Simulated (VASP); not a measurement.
# ZnS (I-4m2) in VASP: notebook, part 2 of 2

VASP 6.6.1. The steps go on from the part before.

### 4 Single point, PBE (strain +0.030 along x and y, -0.015 along z)

File INCAR:

```
SYSTEM = ZnS
ALGO = Normal
EDIFF = 1E-6
ENCUT = 520
GGA = PE
ISIF = 2
ISMEAR = 0
LASPH = .TRUE.
LCHARG = .FALSE.
LREAL = .FALSE.
LWAVE = .FALSE.
NBANDS = 16
NELM = 60
PREC = Accurate
SIGMA = 0.05
```

File KPOINTS:

```
k-points
0
G
  8 8 8
  0 0 0
```

File POSCAR:

```
ZnS
1.0
    0.0000000000      2.8032109041      2.6807405248
    2.8032109041      0.0000000000      2.6807405248
    2.8032109041      2.8032109041      0.0000000000
Zn S
1 1
Direct
    0.0000000000      0.0000000000      0.0000000000
    0.7500000000      0.7500000000      0.7500000000
```

Potentials or basis: VASP PAW PBE potentials, release 64 (Zn, S).

On the command line:

```console
$ cat potpaw_PBE.64/Zn/POTCAR potpaw_PBE.64/S/POTCAR > POTCAR
$ mpirun -np 1 vasp_std > vasp.out
```

OUTCAR:

```text
SYSTEM = ZnS
   EDIFF = 1E-6
   ENCUT = 520
   GGA = PE
   ISIF = 2
   ISMEAR = 0
   LASPH = .TRUE.
   LREAL = .FALSE.
   NELM = 60
   PREC = Accurate

 ion  position               nearest neighbor table
   1  0.000  0.000  0.000-   2 2.39   2 2.39   2 2.39   2 2.39
   2  0.750  0.750  0.750-   1 2.39   1 2.39   1 2.39   1 2.39

  LATTYP: Found a body centered tetragonal cell.
 ALAT       =     3.9643388788
 C/A-ratio  =     1.3524275330

  Lattice vectors:

 A1 = (   0.0000000000,  -2.8032109041,  -2.6807405248)
 A2 = (   0.0000000000,   2.8032109041,  -2.6807405248)
 A3 = (   2.8032109041,   0.0000000000,   2.6807405248)

Analysis of symmetry for initial positions (statically):
=====================================================================
 Subroutine PRICEL returns:
 Original cell was already a primitive cell.

 Routine SETGRP: Setting up the symmetry group for a
 body centered tetragonal supercell.

 Subroutine GETGRP returns: Found  8 space group operations
 (whereof  8 operations were pure point group operations)
 out of a pool of 16 trial point group operations.

The static configuration has the point symmetry D_2d.

Analysis of symmetry for dynamics (positions and initial velocities):
=====================================================================
 Subroutine PRICEL returns:
 Original cell was already a primitive cell.

 Routine SETGRP: Setting up the symmetry group for a
 body centered tetragonal supercell.

 Subroutine GETGRP returns: Found  8 space group operations
 (whereof  8 operations were pure point group operations)
 out of a pool of 16 trial point group operations.

The dynamic configuration has the point symmetry D_2d.

 Subroutine INISYM returns: Found  8 space group operations
 (whereof  8 operations are pure point group operations),
 and found     1 'primitive' translations

----------------------------------------------------------------------------------------
[... 107 lines left out ...]
   EFERMI =   0.00;   METHOD = LEGACY
   ISMEAR =     0;   SIGMA  =   0.05  broadening in eV -4-tet -1-fermi 0-gaus
   EFERMI_NEDOS =   21; number of points for ismear=-14 and -15
   IALGO  =     38    algorithm
   IMIX   =      4    mixing-type and parameters
     AMIX     =   0.40;   BMIX     =  1.00
     AMIX_MAG =   1.60;   BMIX_MAG =  1.00
  volume/ion in A,a.u.               =      21.07       142.16
  Fermi-wavevector in a.u.,A,eV,Ry     =   1.233011  2.330053 20.685151  1.520316
  Thomas-Fermi vector in A             =   2.367758
   LORBIT       =      0    0 simple, 1 ext, 2 COOP (PROOUT), +10 PAW based schemes
   GGA     = PE    functional components
   LHFCALC =     F    Hartree Fock is set to
   AEXX    =    0.0000 exact exchange contribution
   IVDW    =     0    specifies the selected vdW correction
   LEPSILON=     F    determine dielectric tensor
   LRPA    =     F    only Hartree local field effects (RPA)
 non-spin polarized calculation
 Gauss-broadening in eV      SIGMA  =   0.05
  energy-cutoff  :      520.00
  volume of cell :       42.13
 maximum number of plane-waves:      1158
 NGX is ok and might be reduce to    30
   NGX = 15   NGY = 15   NGZ = 15

 number of electron      17.9999996 magnetization

 Free energy of the ion-electron system (eV)
  ---------------------------------------------------
  ext. energy  EPLUGINS =         0.00000000
  ---------------------------------------------------
  free energy    TOTEN  =        -6.83106114 eV

  energy without entropy =       -6.83106114  energy(sigma->0) =       -6.83106114

 E-fermi :   1.8980     XC(G=0):  -9.3265

 val. band max:        1.6068273405   @ k =   0.0000   0.0000   0.0000
 cond. band min:       3.3414988406   @ k =   0.0000   0.0000   0.0000
 fundamental gap:      1.7346715001
 Fermi energy:         1.8979601029

 k-point     1 :       0.0000    0.0000    0.0000
  band No.  band energies     occupation
      1     -11.1828      2.00000
      2      -4.5893      2.00000
      3      -4.5893      2.00000
      4      -4.5665      2.00000
      5      -4.1651      2.00000
      6      -4.1571      2.00000
[... 433 lines left out ...]
      3      -4.4628      2.00000
      4      -4.3866      2.00000
      5      -4.1627      2.00000
      6      -4.1326      2.00000
[... 8 lines left out ...]
     15      13.9297      0.00000
     16      14.5055      0.00000

 [... further k-points ...]
[... 5 lines left out ...]
  --------------------------------------------------------------------------------------
  -------------------------------------------------------------------------------------
  Total       -0.8588091     -0.8588091     -0.4033282      0.0000000      0.0000000      0.0000000
  in kB      -32.6596026    -32.6596026    -15.3381471      0.0000000      0.0000000      0.0000000
  external PRESSURE =     -26.8857841 kB  Pullay stress =       0.0000000 kB

 VOLUME and BASIS-vectors are now :
 -----------------------------------------------------------------------------
  energy-cutoff  :      520.00
  volume of cell :       42.13
      direct lattice vectors                 reciprocal lattice vectors
     0.000000000  2.803210904  2.680740525    -0.178366886  0.178366886  0.186515627
     2.803210904  0.000000000  2.680740525     0.178366886 -0.178366886  0.186515627
     2.803210904  2.803210904  0.000000000     0.178366886  0.178366886 -0.186515627

 POSITION                                       TOTAL-FORCE (eV/Angst)
 -----------------------------------------------------------------------------------
      0.00000      0.00000      0.00000         0.000000      0.000000     -0.000000
      4.20482      4.20482      4.02111        -0.000000     -0.000000      0.000000
 -----------------------------------------------------------------------------------
    total drift:                                0.000000      0.000000     -0.000000

  FREE ENERGIE OF THE ION-ELECTRON SYSTEM (eV)
  ---------------------------------------------------
  free  energy   TOTEN  =        -6.8310611395 eV

  energy  without entropy=       -6.8310611395  energy(sigma->0) =       -6.83106114
```

OSZICAR:

```text
N       E                     dE             d eps       ncg     rms          rms(c)
DAV:   1     0.901584308904E+02    0.90158E+02   -0.89134E+03  1888   0.133E+03
DAV:   2    -0.116002660494E+01   -0.91318E+02   -0.85648E+02  2120   0.258E+02
DAV:   3    -0.719701348151E+01   -0.60370E+01   -0.60094E+01  2376   0.652E+01
DAV:   4    -0.726120319184E+01   -0.64190E-01   -0.64174E-01  2328   0.688E+00
DAV:   5    -0.726199022101E+01   -0.78703E-03   -0.78702E-03  2456   0.732E-01    0.610E+00
DAV:   6    -0.684952986153E+01    0.41246E+00   -0.74175E-01  2840   0.290E+01    0.482E+00
DAV:   7    -0.683132916655E+01    0.18201E-01   -0.23097E-01  2232   0.421E+00    0.250E+00
DAV:   8    -0.683057672236E+01    0.75244E-03   -0.47762E-03  2328   0.687E-01    0.635E-01
DAV:   9    -0.683088616423E+01   -0.30944E-03   -0.11269E-03  2288   0.272E-01    0.109E-01
DAV:  10    -0.683106215933E+01   -0.17600E-03   -0.18904E-04  2400   0.159E-01    0.566E-02
DAV:  11    -0.683105966473E+01    0.24946E-05   -0.41139E-05  2224   0.112E-01    0.583E-03
DAV:  12    -0.683106101143E+01   -0.13467E-05   -0.38313E-06  2496   0.221E-02    0.409E-03
DAV:  13    -0.683106113950E+01   -0.12808E-06   -0.64786E-07  1936   0.963E-03
   1 F= -.68310611E+01 E0= -.68310611E+01  d E =-.104017E-18
```

stdout:

```text
POSCAR found type information on POSCAR ZnS
 POSCAR found :  2 types and       2 ions
 scaLAPACK will be used
 LDA part: xc-table for (Slater+PW92), standard interpolation
 POSCAR, INCAR and KPOINTS ok, starting setup
 FFT: planning ... GRIDC
 FFT: planning ... GRID_SOFT
 FFT: planning ... GRID
 WAVECAR not read
 entering main loop
```

It took 62 s on 1 thread of Intel Xeon 8259CL, shared host; peak memory 0.19 GiB.

Results:

```yaml
Free_energy: -6.8311 eV
Pressure: -2.7 GPa
Band_gap_on_the_k_mesh: 1.73 eV
```

Stress tensor (GPa, compression positive):
```
-3.27  0.00  0.00
 0.00 -3.27  0.00
 0.00  0.00 -1.53
```

Levels at points of the mesh, in eV from the valence-band top:
| k point | band 7 | band 8 | band 9 | band 10 | band 11 | band 12 |
| --- | --- | --- | --- | --- | --- | --- |
| (0.00, 0.00, 0.00) | -0.14 | -0.14 | 0.00 | 1.73 | 6.35 | 6.36 |
| (0.50, 0.00, 0.00) | -4.95 | -0.97 | -0.75 | 3.06 | 6.69 | 7.08 |
| (0.50, 0.50, 0.00) | -4.22 | -2.22 | -2.22 | 3.34 | 3.69 | 10.75 |
| (0.50, 0.00, 0.50) | -4.47 | -2.04 | -1.96 | 3.53 | 4.12 | 10.27 |

Caveat: the cell differs from its parent crystal (strain +0.030 along x and y, -0.015 along z).

### 5 Summary

| cell | gap on the mesh (eV) | pressure (GPa) |
| --- | --- | --- |
| a = 3.821, b = 3.821, c = 3.907 Å, angles 59.3, 59.3, 61.5°, 2 atoms | 1.92 | 0.2 |
| a = 3.851, b = 3.851, c = 3.964 Å, angles 59.0, 59.0, 62.0°, 2 atoms | 1.77 | -1.8 |
| a = 3.879, b = 3.879, c = 3.964 Å, angles 59.3, 59.3, 61.5°, 2 atoms | 1.73 | -2.7 |

Alike in all rows: task single point; level PBE; potentials or basis VASP PAW PBE potentials, release 64 (Zn, S); no spin polarisation; k mesh 8 × 8 × 8; cutoff (eV) 520; smearing gaussian 0.05 eV.

Total energies depend on the potentials used, so only differences within one code and one set of settings carry meaning.
